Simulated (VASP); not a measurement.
# Sc2GaP3 (P4/mmm) in VASP: a series of runs, part 2 of 2

VASP 6.6.1.

**3. Single point, PBE**

This run uses another cell than the first one, of 21.17 Å³/atom.

INCAR reads:

```
SYSTEM = Sc2GaP3
ALGO = Normal ; EDIFF = 1E-6
ENCUT = 520 ; GGA = PE
ISIF = 2 ; ISMEAR = 0
LASPH = .TRUE. ; LCHARG = .TRUE.
LELF = .TRUE. ; LREAL = .FALSE.
LVHAR = .TRUE. ; LWAVE = .FALSE.
NBANDS = 34 ; NELM = 100
PREC = Accurate ; SIGMA = 0.1
```

KPOINTS reads:

```
k-points
0
G
  8 8 6
  0 0 0
```

POSCAR reads:

```
Sc2GaP3
1.0
    4.5426404267      0.0000000000      0.0000000000
    0.0000000000      4.5426404267      0.0000000000
    0.0000000000      0.0000000000      6.1564970481
Sc Ga P
2 1 3
Direct
    0.5000000000      0.5000000000      0.2602361433
    0.5000000000      0.5000000000      0.7397638567
    0.0000000000      0.0000000000      0.0000000000
    0.5000000000      0.0000000000      0.5000000000
    0.0000000000      0.5000000000      0.5000000000
    0.0000000000      0.0000000000      0.5000000000
```

Potentials or basis: VASP PAW PBE potentials, release 64 (Sc_sv, Ga_d, P).

Launch:

```bash
cat potpaw_PBE.64/Sc_sv/POTCAR potpaw_PBE.64/Ga_d/POTCAR potpaw_PBE.64/P/POTCAR > POTCAR
mpirun -np 1 vasp_std > vasp.out
```

Wall time 4 min (1 thread of Intel Xeon 8259CL, shared host); peak memory 0.37 GiB.

Results (log left out):

| Property | Result |
| --- | --- |
| Free energy | -32.6317 eV |
| Pressure | 0.0 GPa |
| Largest force | 0.025 eV/Å |
| Band gap on the k mesh | zero (bands 25 and 26 overlap by 0.95 eV) |

Forces on the atoms (eV/Å):
```
Sc   0.000  0.000 -0.025
Sc   0.000  0.000  0.025
Ga   0.000  0.000  0.000
P    0.000  0.000  0.000
P    0.000  0.000  0.000
P    0.000  0.000  0.000
```

Stress tensor (GPa, compression positive):
```
-0.03  0.00  0.00
 0.00 -0.03  0.00
 0.00  0.00  0.08
```

Levels at points of the mesh, in eV from the Fermi level:
```
           k point  band 21  band 22  band 23  band 24  band 25  band 26  band 27  band 28  band 29  band 30
(0.00, 0.00, 0.00)    -2.27    -2.00    -2.00    -0.52     0.36     0.76     1.02     1.02     1.44     1.73
(0.50, 0.00, 0.00)    -3.43    -3.23    -1.81    -0.17     0.14     0.20     0.96     1.00     1.18     1.50
(0.50, 0.50, 0.00)    -2.61    -1.43    -1.43    -0.76    -0.64     0.00     0.61     0.61     1.09     1.54
(0.00, 0.00, 0.50)    -2.46    -1.88    -1.88    -0.56     0.33     0.47     0.48     0.48     1.38     1.45
(0.50, 0.00, 0.50)    -3.05    -2.56    -0.56    -0.10     0.09     0.10     0.42     1.18     1.27     1.33
(0.50, 0.50, 0.50)    -1.12    -0.72    -0.64    -0.40    -0.40     0.10     0.41     0.41     0.64     1.28
```

**4. Relaxation of cell and atoms, PBE**

This run uses another cell than the first one, of 21.19 Å³/atom.

INCAR reads:

```
SYSTEM = Sc2GaP3
ALGO = Normal
EDIFF = 1E-6
EDIFFG = -0.04
ENCUT = 600
GGA = PE
IBRION = 2
ISIF = 3
ISMEAR = 0
LASPH = .True.
LCHARG = .False.
LREAL = .False.
LWAVE = .False.
NELM = 80
NSW = 90
PREC = Accurate
SIGMA = 0.1
```

KPOINTS reads:

```
k-points
0
Gamma
  4 4 4
  0 0 0
```

POSCAR reads:

```
Sc2GaP3
1.0
    4.4659416470      0.0000000000      0.0000000000
    0.0000000000      4.4659416470      0.0000000000
    0.0000000000      0.0000000000      6.3749824333
Sc Ga P
2 1 3
Direct
    0.5000000000      0.5000000000      0.2592751393
    0.5000000000      0.5000000000      0.7407248607
    0.0000000000      0.0000000000      0.0000000000
    0.5000000000      0.0000000000      0.5000000000
    0.0000000000      0.5000000000      0.5000000000
    0.0000000000      0.0000000000      0.5000000000
```

Launch:

```bash
cat potpaw_PBE.64/Sc_sv/POTCAR potpaw_PBE.64/Ga_d/POTCAR potpaw_PBE.64/P/POTCAR > POTCAR
mpirun -np 1 vasp_std > vasp.out
```

Wall time 3.5 min (1 thread of Intel Xeon 8259CL, shared host); peak memory 0.28 GiB.

The run converged. Its results:

```yaml
Free_energy: -32.3664 eV
Relaxed_volume: 21.14 Å³/atom
Relaxed_cell: a = 4.522 Å, b = 4.522 Å, c = 6.202 Å, α = 90.00°, β = 90.00°, γ = 90.00°
Space_group_after_relaxing_to_0.1_Å: P4/mmm (No. 123)
Energy_gained_by_relaxing: 5.1 meV/atom
Ionic_steps: 4
Pressure_after_relaxing: 0.3 GPa
Band_gap_on_the_k_mesh: zero (bands 25 and 26 overlap by 0.72 eV)
```

Stress tensor (GPa, compression positive):
```
0.29 0.00 0.00
0.00 0.29 0.00
0.00 0.00 0.19
```

The path:
| step | energy change (eV) | largest force (eV/Å) | pressure (GPa) | volume (Å³) |
| --- | --- | --- | --- | --- |
| 1 | 0.0000 | 0.0010 | 0.34 | 127.15 |
| 2 | -0.0223 | 0.0871 | -0.32 | 127.95 |
| 3 | -0.0262 | 0.1442 | -0.66 | 128.41 |
| 4 | -0.0307 | 0.0005 | 0.26 | 126.81 |

Final structure:
```cif
data_structure
_symmetry_space_group_name_H-M 'P 1'
_symmetry_Int_Tables_number 1
_cell_length_a 4.5217
_cell_length_b 4.5217
_cell_length_c 6.2024
_cell_angle_alpha 90.000
_cell_angle_beta 90.000
_cell_angle_gamma 90.000
_cell_volume 126.81
loop_
_atom_site_label
_atom_site_type_symbol
_atom_site_fract_x
_atom_site_fract_y
_atom_site_fract_z
_atom_site_occupancy
Sc1 Sc 0.50000 0.50000 0.26050 1
Sc2 Sc 0.50000 0.50000 0.73950 1
Ga1 Ga 0.00000 0.00000 0.00000 1
P1 P 0.50000 0.00000 0.50000 1
P2 P 0.00000 0.50000 0.50000 1
P3 P 0.00000 0.00000 0.50000 1
```

Levels at points of the mesh, in eV from the Fermi level:
| k point | band 22 | band 23 | band 24 | band 25 | band 26 | band 27 | band 28 | band 29 |
| --- | --- | --- | --- | --- | --- | --- | --- | --- |
| (0.00, 0.00, 0.00) | -2.03 | -2.03 | -0.46 | 0.35 | 0.74 | 1.04 | 1.04 | 1.44 |
| (0.50, 0.00, 0.00) | -3.25 | -1.84 | -0.16 | 0.08 | 0.18 | 0.97 | 0.98 | 1.15 |
| (0.50, 0.50, 0.00) | -1.43 | -1.43 | -0.74 | -0.74 | 0.07 | 0.52 | 0.52 | 1.12 |
| (0.00, 0.00, 0.50) | -1.92 | -1.92 | -0.65 | 0.34 | 0.45 | 0.52 | 0.52 | 1.39 |
| (0.50, 0.00, 0.50) | -2.72 | -0.60 | -0.16 | 0.04 | 0.09 | 0.36 | 1.16 | 1.18 |
| (0.50, 0.50, 0.50) | -0.74 | -0.70 | -0.45 | -0.45 | 0.14 | 0.35 | 0.35 | 0.59 |

**5. Single point, PBE, collinear spin**

This run uses another cell than the first one, of 21.27 Å³/atom.

INCAR reads:

```
SYSTEM = Sc2GaP3
ALGO = Normal
EDIFF = 1E-6
ENCUT = 520
GGA = PE
ISIF = 2
ISMEAR = 0
ISPIN = 2
LASPH = .TRUE.
LCHARG = .TRUE.
LELF = .TRUE.
LMAXMIX = 4
LORBIT = 11
LREAL = .FALSE.
LVHAR = .TRUE.
LWAVE = .FALSE.
MAGMOM = 1 1 0 0 0 0
NBANDS = 38
NELM = 150
PREC = Accurate
SIGMA = 0.1
```

KPOINTS reads:

```
k-points
0
G
  4 4 4
  0 0 0
```

POSCAR reads:

```
Sc2GaP3
1.0
    4.5350586495      0.0000000000      0.0000000000
    0.0000000000      4.5350586495      0.0000000000
    0.0000000000      0.0000000000      6.2046895356
Sc Ga P
2 1 3
Direct
    0.5000000000      0.5000000000      0.2617507536
    0.5000000000      0.5000000000      0.7382492464
    0.0000000000      0.0000000000      0.0000000000
    0.5000000000      0.0000000000      0.5000000000
    0.0000000000      0.5000000000      0.5000000000
    0.0000000000      0.0000000000      0.5000000000
```

Launch:

```bash
cat potpaw_PBE.64/Sc_sv/POTCAR potpaw_PBE.64/Ga_d/POTCAR potpaw_PBE.64/P/POTCAR > POTCAR
mpirun -np 1 vasp_std > vasp.out
```

Run time: 3.7 min. Hardware: 1 thread of Intel Xeon 8259CL, shared host; peak memory 0.33 GiB.

The run converged. Its results:

```
Free energy                                           : -32.3662 eV
Pressure                                              : 0.0 GPa
Largest force                                         : 0.020 eV/Å
Band gap on the k mesh                                : zero (filled and empty bands overlap)
Net moment                                            : 0.00 μB per cell
Valence electrons inside the program's atomic spheres : Sc 9.37; Ga 11.39; P 2.54, 2.41 (each value once)
```

Forces on the atoms (eV/Å):
```
Sc   0.000  0.000 -0.020
Sc   0.000  0.000  0.020
Ga   0.000  0.000  0.000
P    0.000  0.000  0.000
P    0.000  0.000  0.000
P    0.000  0.000  0.000
```

Levels at points of the mesh, in eV from the Fermi level:
Spin up:
```
           k point  band 23  band 24  band 25  band 26  band 27  band 28
(0.00, 0.00, 0.00)    -2.04    -0.47     0.35     0.72     1.03     1.03
(0.50, 0.00, 0.00)    -1.83    -0.17     0.08     0.16     0.98     0.99
(0.50, 0.50, 0.00)    -1.41    -0.77    -0.74     0.06     0.51     0.51
(0.00, 0.00, 0.50)    -1.93    -0.62     0.32     0.45     0.52     0.52
(0.50, 0.00, 0.50)    -0.59    -0.16     0.04     0.11     0.35     1.15
(0.50, 0.50, 0.50)    -0.74    -0.42    -0.42     0.14     0.34     0.34
```
Spin down:
| k point | band 22 | band 23 | band 24 | band 25 | band 26 | band 27 | band 28 | band 29 |
| --- | --- | --- | --- | --- | --- | --- | --- | --- |
| (0.00, 0.00, 0.00) | -2.04 | -2.04 | -0.47 | 0.35 | 0.72 | 1.03 | 1.03 | 1.45 |
| (0.50, 0.00, 0.00) | -3.25 | -1.83 | -0.17 | 0.08 | 0.16 | 0.98 | 0.99 | 1.13 |
| (0.50, 0.50, 0.00) | -1.41 | -1.41 | -0.77 | -0.74 | 0.06 | 0.51 | 0.51 | 1.08 |
| (0.00, 0.00, 0.50) | -1.93 | -1.93 | -0.62 | 0.32 | 0.45 | 0.52 | 0.52 | 1.40 |
| (0.50, 0.00, 0.50) | -2.69 | -0.59 | -0.16 | 0.04 | 0.11 | 0.35 | 1.15 | 1.17 |
| (0.50, 0.50, 0.50) | -0.74 | -0.74 | -0.42 | -0.42 | 0.14 | 0.34 | 0.34 | 0.60 |

**6. The runs side by side**

```csv
task,spin,cell,k mesh,cutoff (eV),gap on the mesh (eV),pressure (GPa),relaxed volume (Å³/atom),largest force (eV/Å)
relaxation of cell and atoms,off,"relaxed from a = 3.996, b = 3.996, c = 7.936 Å, 6 atoms, atomic positions A",4 × 4 × 2,600,none,0.0,21.17,0.02
single point,off,"a = 4.543, b = 4.543, c = 6.156 Å, 6 atoms, atomic positions B",8 × 8 × 6,520,none,0.0,-,0.03
relaxation of cell and atoms,off,"relaxed from a = 4.466, b = 4.466, c = 6.375 Å, 6 atoms, atomic positions C",4 × 4 × 4,600,none,0.3,21.14,-
single point,collinear,"a = 4.535, b = 4.535, c = 6.205 Å, 6 atoms, atomic positions D",4 × 4 × 4,520,none,0.0,-,0.02
```

Alike in all rows: level PBE; potentials or basis VASP PAW PBE potentials, release 64 (Sc_sv, Ga_d, P); smearing gaussian 0.1 eV.

Caveats: some runs use coarse meshes; a cell axis changed by over 15 % at a fixed basis, so the end point is rough (at least some runs).

Total energies depend on the potentials used, so only differences within one code and one set of settings carry meaning.
